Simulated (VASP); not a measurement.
Write the native input for VASP 6.6.1 that does the following.

```
Task                   : dielectric tensor
Functional             : LDA
Potentials or basis    : VASP PAW LDA potentials, release 64 (Al, As)
Cutoff                 : 400 eV
k mesh                 : 6 × 6 × 6
Occupations            : gaussian, width 0.01 eV
Spin                   : no spin polarisation
Dipole correction      : no
Further INCAR settings : ALGO = Normal; EDIFF = 1e-08
```

The structure of AlAs lies in POSCAR:

```
AlAs
1.0
    0.0000000000      2.8304000000      2.8304000000
    2.8304000000      0.0000000000      2.8304000000
    2.8304000000      2.8304000000      0.0000000000
Al As
1 1
Direct
    0.0000000000      0.0000000000      0.0000000000
    0.2500000000      0.2500000000      0.2500000000
```

These files were run (other wordings do the same):

INCAR

```
SYSTEM = AlAs
ALGO = Normal
EDIFF = 1E-8
ENCUT = 400
GGA = CA
GGA_COMPAT = .False.
ISIF = 2
ISMEAR = 0
LASPH = .True.
LCHARG = .False.
LEPSILON = .True.
LREAL = .False.
LWAVE = .False.
NELM = 120
PREC = Accurate
SIGMA = 0.01
```

KPOINTS

```
k-points
0
Gamma
  6 6 6
  0 0 0
```

Potentials or basis: VASP PAW LDA potentials, release 64 (Al, As).

Command:

```console
$ cat potpaw_LDA.64/Al/POTCAR potpaw_LDA.64/As/POTCAR > POTCAR
$ mpirun -np 1 vasp_std > vasp.out
```

It gave:

| Quantity | Value |
| --- | --- |
| Band gap on the k mesh | 1.33 eV, indirect (least direct gap 1.88 eV) |
| Electronic dielectric tensor (diagonal) | 11.48 |
| Born charges (mean of the diagonal) | Al +2.26; As -2.26 e |

Wall time 27 s on 1 thread of Intel(R) Xeon(R) 6975P-C (Granite Rapids) (shared host), peak memory 0.16 GiB.
